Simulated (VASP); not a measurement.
Set up this calculation in VASP 6.6.1, as the native input.

```yaml
Task: single point
Functional: revPBE
Potentials_or_basis: VASP PAW PBE potentials, release 64 (Sb)
Cutoff: 520 eV
k_mesh: 8 × 8 × 11
Occupations: fermi-dirac, width 0.1 eV
Spin: no spin polarisation
Dipole_correction: no
Further_INCAR_settings: ALGO = Normal; EDIFF = 1e-06; NBANDS = 14
```

The structure of Sb lies in POSCAR:

```
Sb
1.0
    5.6755810785      0.0000000000      0.0000000000
   -2.8377905392      4.9151973953      0.0000000000
    0.0000000000      0.0000000000      3.3840498784
Sb
3
Direct
    0.0000000000      1.0000000000      0.0000000000
    0.3333333333      0.6666666667      0.5000000000
    0.6666666667      0.3333333333      0.5000000000
```

This cell differs from its parent crystal: volume scaled by 1.12.

These files were run (other wordings do the same):

INCAR

```
SYSTEM = Sb
PREC     = Accurate       ! precision mode
ENCUT    = 520            ! plane-wave cutoff, eV
EDIFF    = 1E-6           ! SCF threshold, eV
ISMEAR   = -1             ! smearing method
SIGMA    = 0.1            ! smearing width, eV
LREAL    = .FALSE.        ! projectors in reciprocal space
LASPH    = .TRUE.         ! aspherical terms in the spheres
NELM     = 80             ! most SCF steps
ALGO     = Normal         ! electronic algorithm
ISIF     = 2              ! what is computed and relaxed
LWAVE    = .FALSE.        ! write WAVECAR
LCHARG   = .FALSE.        ! write CHGCAR
GGA      = RE             ! functional
NBANDS   = 14             ! bands
```

KPOINTS

```
regular mesh
0
G
  8 8 11
  0 0 0
```

Potentials or basis: VASP PAW PBE potentials, release 64 (Sb).

Command:

```sh
$ cat potpaw_PBE.64/Sb/POTCAR > POTCAR
$ mpirun -np 1 vasp_std > vasp.out
```

Results of the run:

- Pressure: -5.1 GPa

Caveat: the PAW data sets were made with another functional, which shifts forces and pressure a little.

Wall time 78 s on 1 thread of Intel Xeon 6975P-C, on a shared host, peak memory 0.24 GiB.
